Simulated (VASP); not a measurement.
# Al3Cu2 (P1) in VASP: single point with LDA

Aim: the single point of Al3Cu2 with LDA.

Program: VASP 6.6.1. These are calculated values, not measurements. Logs are shortened: lines on timing, memory, paths and dates and some standing lists are left out, and cuts for length are marked.

### Step 1. The cell of the first run

The typed cell holds 5 atoms: a = 4.035 Å, b = 4.026 Å, c = 4.883 Å, α = 89.27°, β = 90.09°, γ = 120.08°.

### Step 2. Single point, LDA (atoms moved at random and the cell strained at random)

INCAR

```
SYSTEM = Al3Cu2
PREC = Accurate ; ENCUT = 520
EDIFF = 1E-7 ; ISMEAR = 0
SIGMA = 0.15 ; LREAL = .FALSE.
LASPH = .TRUE. ; NELM = 100
ALGO = Fast ; ISIF = 2
LWAVE = .FALSE. ; LCHARG = .TRUE.
GGA = CA ; LELF = .TRUE.
LVHAR = .TRUE. ; NBANDS = 24
```

KPOINTS

```
regular mesh
0
G
  12 12 8
  0 0 0
```

POSCAR

```
Al3Cu2
1.0
    4.0349447929     -0.0002572732     -0.0030511259
   -2.0176952016      3.4833927811      0.0255906420
   -0.0037102578      0.0337909671      4.8824695135
Al Cu
3 2
Direct
   -0.0635345737      0.0041780279     -0.0086505655
    0.1204054735      0.5912936052      0.5216376531
    0.6623039578      0.3122405198      0.5489259554
    0.4048462827      0.6412106728      0.8101216121
    0.8759788596      0.4510771742      0.1279653449
```

Potentials or basis: VASP PAW LDA potentials, release 64 (Al, Cu).

On the command line:

```
$ cat potpaw_LDA.64/Al/POTCAR potpaw_LDA.64/Cu/POTCAR > POTCAR
$ mpirun -np 1 vasp_std > vasp.out
```

OUTCAR:

```text
SYSTEM = Al3Cu2
   PREC = Accurate
   ENCUT = 520
   EDIFF = 1E-7
   ISMEAR = 0
   LREAL = .FALSE.
   LASPH = .TRUE.
   NELM = 100
   ISIF = 2
   GGA = CA

 ion  position               nearest neighbor table
   1  0.936  0.004  0.991-   5 2.05   4 2.10   5 2.21   4 2.45   3 2.95   4 3.05   2 3.08   2 3.15
                             3 3.27   3 3.33   2 3.34   2 3.35
   2  0.120  0.591  0.522-   3 1.62   4 1.76   5 2.11   3 2.62   3 2.92   5 3.08   1 3.08   1 3.15
                             1 3.34   1 3.35
   3  0.662  0.312  0.549-   2 1.62   5 2.18   4 2.43   2 2.62   4 2.67   4 2.90   2 2.92   5 2.93
                             1 2.95   1 3.27   1 3.33
   4  0.405  0.641  0.810-   2 1.76   1 2.10   3 2.43   5 2.43   1 2.45   3 2.67   3 2.90   1 3.05

   5  0.876  0.451  0.128-   1 2.05   2 2.11   3 2.18   1 2.21   4 2.43   3 2.93   2 3.08

 -----------------------------------------------------------------------------
|                                                                             |
|           W    W    AA    RRRRR   N    N  II  N    N   GGGG   !!!           |
|           W    W   A  A   R    R  NN   N  II  NN   N  G    G  !!!           |
|           W    W  A    A  R    R  N N  N  II  N N  N  G       !!!           |
|           W WW W  AAAAAA  RRRRR   N  N N  II  N  N N  G  GGG   !            |
|           WW  WW  A    A  R   R   N   NN  II  N   NN  G    G                |
|           W    W  A    A  R    R  N    N  II  N    N   GGGG   !!!           |
|                                                                             |
|     The distance between some ions is very small. Please check the          |
|     nearest-neighbor list in the OUTCAR file.                               |
|     I HOPE YOU KNOW WHAT YOU ARE DOING!                                     |
|                                                                             |
 -----------------------------------------------------------------------------

  LATTYP: Found a triclinic cell.
 ALAT       =     4.0251753887
 B/A-ratio  =     2.0997459258
 C/A-ratio  =     1.0024273640
 COS(alpha) =     0.0007664851
 COS(beta)  =     0.5010986312
 COS(gamma) =     0.7067951700

  Lattice vectors:

 A1 = (  -2.0172495913,  -3.4831355079,  -0.0225395161)
 A2 = (  -0.0032646475,  -6.9327373219,   4.8343393554)
 A3 = (  -4.0349447929,   0.0002572732,   0.0030511259)

Analysis of symmetry for initial positions (statically):
=====================================================================
 Subroutine PRICEL returns:
 Original cell was already a primitive cell.

 Routine SETGRP: Setting up the symmetry group for a
 triclinic supercell.

 Subroutine GETGRP returns: Found  1 space group operations
 (whereof  1 operations were pure point group operations)
 out of a pool of  2 trial point group operations.

The static configuration has the point symmetry C_1 .

Analysis of symmetry for dynamics (positions and initial velocities):
=====================================================================
 Subroutine PRICEL returns:
 Original cell was already a primitive cell.

 Routine SETGRP: Setting up the symmetry group for a
 triclinic supercell.

 Subroutine GETGRP returns: Found  1 space group operations
 (whereof  1 operations were pure point group operations)
 out of a pool of  2 trial point group operations.

The dynamic configuration has the point symmetry C_1 .

 Subroutine INISYM returns: Found  1 space group operations
 (whereof  1 operations are pure point group operations),
 and found     1 'primitive' translations

----------------------------------------------------------------------------------------

                                     Primitive cell

  volume of cell :      68.6187

  direct lattice vectors                    reciprocal lattice vectors
     4.034944793 -0.000257273 -0.003051126     0.247843410  0.143564938 -0.000805255
    -2.017695202  3.483392781  0.025590642     0.000016803  0.287100771 -0.001986976
    -0.003710258  0.033790967  4.882469514     0.000154793 -0.001415075  0.204824298

  length of vectors
     4.034945955  4.025639586  4.882587853     0.286422583  0.287107647  0.204829245

  position of ions in fractional coordinates (direct lattice)
     0.936465426  0.004178028  0.991349435
     0.120405473  0.591293605  0.521637653
     0.662303958  0.312240520  0.548925955
     0.404846283  0.641210673  0.810121612
     0.875978860  0.451077174  0.127965345

  ion indices of the primitive-cell ions
   primitive index   ion index
                 1           1
                 2           2
                 3           3
                 4           4
                 5           5

----------------------------------------------------------------------------------------

 KPOINTS: regular mesh

Automatic generation of k-mesh.
 Grid dimensions read from file:
 generate k-points for:   12   12    8

 Generating k-lattice:

  Cartesian coordinates                     Fractional coordinates (reciprocal lattice)
     0.020653618  0.011963745 -0.000067105     0.083333333 -0.000000000  0.000000000
     0.000001400  0.023925064 -0.000165581     0.000000000  0.083333333 -0.000000000
     0.000019349 -0.000176884  0.025603037    -0.000000000  0.000000000  0.125000000

  Length of vectors
     0.023868549  0.023925637  0.025603656

  Shift w.r.t. Gamma in fractional coordinates (k-lattice)
     0.000000000  0.000000000  0.000000000

 Subroutine IBZKPT returns following result:
 ===========================================

 Found    580 irreducible k-points:

 Following reciprocal coordinates:
            Coordinates               Weight
  0.000000  0.000000  0.000000      1.000000
  0.083333 -0.000000  0.000000      2.000000
  0.166667 -0.000000  0.000000      2.000000
  0.250000 -0.000000  0.000000      2.000000
  0.333333 -0.000000  0.000000      2.000000
  0.416667 -0.000000  0.000000      2.000000
[... 16 lines left out ...]
  0.250000  0.166667  0.000000      2.000000
  0.333333  0.166667  0.000000      2.000000
 [... further k-points ...]
   k-points           NKPTS =    580   k-points in BZ     NKDIM =    580   number of bands    NBANDS=     24
   number of dos      NEDOS =    301   number of ions     NIONS =      5
   total plane-waves  NPLWV =  32400
   dimension x,y,z NGX =    30 NGY =   30 NGZ =   36
   dimension x,y,z NGXF=    60 NGYF=   60 NGZF=   72
   ions per type =               3   2
   NGX,Y,Z   is equivalent  to a cutoff of  12.36, 12.39, 12.26 a.u.
   NGXF,Y,Z  is equivalent  to a cutoff of  24.72, 24.78, 24.52 a.u.
 SYSTEM =  Al3Cu2
   PREC   = accura    normal or accurate (medium, high low for compatibility)
   ISTART =      0    job   : 0-new  1-cont  2-samecut
   ICHARG =      2    charge: 1-file 2-atom 10-const
   ISPIN  =      1    spin polarized calculation?
   LNONCOLLINEAR =      F non collinear calculations
   LSORBIT =      F    spin-orbit coupling
   LASPH  =      T    aspherical Exc in radial PAW
   ENCUT  =  520.0 eV  38.22 Ry    6.18 a.u.   7.50  7.49  9.08*2*pi/ulx,y,z
   NELM   =    100;   NELMIN=  2; NELMDL= -5     # of ELM steps
   EDIFF  = 0.1E-06   stopping-criterion for ELM
   LREAL  =      F    real-space projection
   EDIFFG = 0.1E-05   stopping-criterion for IOM
   NSW    =      0    number of steps for IOM
   IBRION =     -1    ionic relax: 0-MD 1-quasi-New 2-CG
   NFREE  =      0    steps in history (QN), initial steepest desc. (CG)
   ISIF   =      2    stress and relaxation
   ISYM   =      2    0-nonsym 1-usesym 2-fastsym
   POTIM  = 0.5000    time-step for ionic-motion
   TEBEG  =    0.0;   TEEND  =   0.0 temperature during run
   PSTRESS=    0.0 pullay stress
   NELECT =      31.0000    total number of electrons
   NUPDOWN=      -1.0000    fix difference up-down
   EMIN   =  10.00;   EMAX   =-10.00  energy-range for DOS
   EFERMI =   0.00;   METHOD = LEGACY
   ISMEAR =     0;   SIGMA  =   0.15  broadening in eV -4-tet -1-fermi 0-gaus
   EFERMI_NEDOS =   21; number of points for ismear=-14 and -15
   IALGO  =     68    algorithm
   IMIX   =      4    mixing-type and parameters
     AMIX     =   0.40;   BMIX     =  1.00
     AMIX_MAG =   1.60;   BMIX_MAG =  1.00
  volume/ion in A,a.u.               =      13.72        92.61
  Fermi-wavevector in a.u.,A,eV,Ry     =   1.256168  2.373814 21.469438  1.577959
  Thomas-Fermi vector in A             =   2.389890
   LORBIT       =      0    0 simple, 1 ext, 2 COOP (PROOUT), +10 PAW based schemes
   GGA     = CA    functional components
   LHFCALC =     F    Hartree Fock is set to
   AEXX    =    0.0000 exact exchange contribution
   IVDW    =     0    specifies the selected vdW correction
   LEPSILON=     F    determine dielectric tensor
   LRPA    =     F    only Hartree local field effects (RPA)
 non-spin polarized calculation
 RMM-DIIS sequential band-by-band and
 Gauss-broadening in eV      SIGMA  =   0.15
  energy-cutoff  :      520.00
  volume of cell :       68.62
 maximum number of plane-waves:      1872
   NGX = 15   NGY = 15   NGZ = 19

 number of electron      30.9999992 magnetization

 Free energy of the ion-electron system (eV)
  ---------------------------------------------------
  ext. energy  EPLUGINS =         0.00000000
  ---------------------------------------------------
  free energy    TOTEN  =        -9.66475690 eV

  energy without entropy =       -9.64887965  energy(sigma->0) =       -9.65681827

 E-fermi :   8.3410     XC(G=0): -11.2557

 val. band max:        8.3408178904   @ k =   0.3333  -0.4167   0.2500
 cond. band min:       8.3440183367   @ k =   0.2500  -0.2500   0.2500
 fundamental gap:      0.0032004463
 Fermi energy:         8.3409987318

 k-point     1 :       0.0000    0.0000    0.0000
  band No.  band energies     occupation
      1      -3.0192      2.00000
      2       1.7374      2.00000
      3       2.0414      2.00000
      4       2.2687      2.00000
      5       2.5748      2.00000
      6       3.0056      2.00000
[... 16 lines left out ...]
     23      15.4313      0.00000
     24      15.5876      0.00000
[... 598 lines left out ...]
      2       1.1487      2.00000
      3       1.6100      2.00000
      4       2.5941      2.00000
      5       2.6888      2.00000
      6       2.7502      2.00000
[... 16 lines left out ...]
     23      16.2106      0.00000
     24      16.7003      0.00000

 [... further k-points ...]

------------------------ aborting loop because EDIFF is reached ----------------------------------------

  FORCE on cell =-STRESS in cart. coord.  units (eV):
  Direction    XX          YY          ZZ          XY          YZ          ZX
  --------------------------------------------------------------------------------------
  -------------------------------------------------------------------------------------
  Total       37.4849955     24.9245546     18.1852351     20.2618961      2.3965601      6.8287519
  in kB      875.2366916    581.9631137    424.6068267    473.0947583     55.9572516    159.4444438
  external PRESSURE =     627.2688773 kB  Pullay stress =       0.0000000 kB

 VOLUME and BASIS-vectors are now :
 -----------------------------------------------------------------------------
  energy-cutoff  :      520.00
  volume of cell :       68.62
      direct lattice vectors                 reciprocal lattice vectors
     4.034944793 -0.000257273 -0.003051126     0.247843410  0.143564938 -0.000805255
    -2.017695202  3.483392781  0.025590642     0.000016803  0.287100771 -0.001986976
    -0.003710258  0.033790967  4.882469514     0.000154793 -0.001415075  0.204824298

 POSITION                                       TOTAL-FORCE (eV/Angst)
 -----------------------------------------------------------------------------------
      3.76648      0.04781      4.83748         3.740406      0.400476     -0.101631
     -0.70916      2.07730      2.56164        14.051653     14.148605     -9.164652
      2.04032      1.10603      2.68608       -19.841859    -15.318109      3.738747
      0.33676      2.26086      3.97057         4.257545     -0.149046      7.522136
      2.62392      1.57538      0.63366        -2.207745      0.918073     -1.994600
 -----------------------------------------------------------------------------------
    total drift:                               -0.000033     -0.000377      0.002641

  FREE ENERGIE OF THE ION-ELECTRON SYSTEM (eV)
  ---------------------------------------------------
  free  energy   TOTEN  =        -9.6647568960 eV

  energy  without entropy=       -9.6488796491  energy(sigma->0) =       -9.65681827
```

Run time: 8.9 min. Hardware: 1 thread of Intel Xeon 6975P-C (Granite Rapids), shared host; peak memory 0.79 GiB.

Results:

| Item | Value |
| --- | --- |
| Free energy | -9.6648 eV |
| Pressure | 62.7 GPa |
| Largest force | 25.344 eV/Å |
| Band gap on the k mesh | zero (an odd number of electrons rules out a gap without spin polarisation) |

Forces on the atoms (eV/Å):
```
Al    3.740   0.400  -0.102
Al   14.052  14.149  -9.165
Al  -19.842 -15.318   3.739
Cu    4.258  -0.149   7.522
Cu   -2.208   0.918  -1.995
```

Stress tensor (GPa, compression positive):
```
87.52 47.31 15.94
47.31 58.20  5.60
15.94  5.60 42.46
```

Caveat: the cell differs from its parent crystal (atoms moved at random and the cell strained at random); atoms lie so close that the PAW spheres overlap strongly, which falsifies energies and pressures; the cell stands under pressure; forces of over 1 eV/Å act on the atoms, so gaps and moduli don't describe the material at rest.
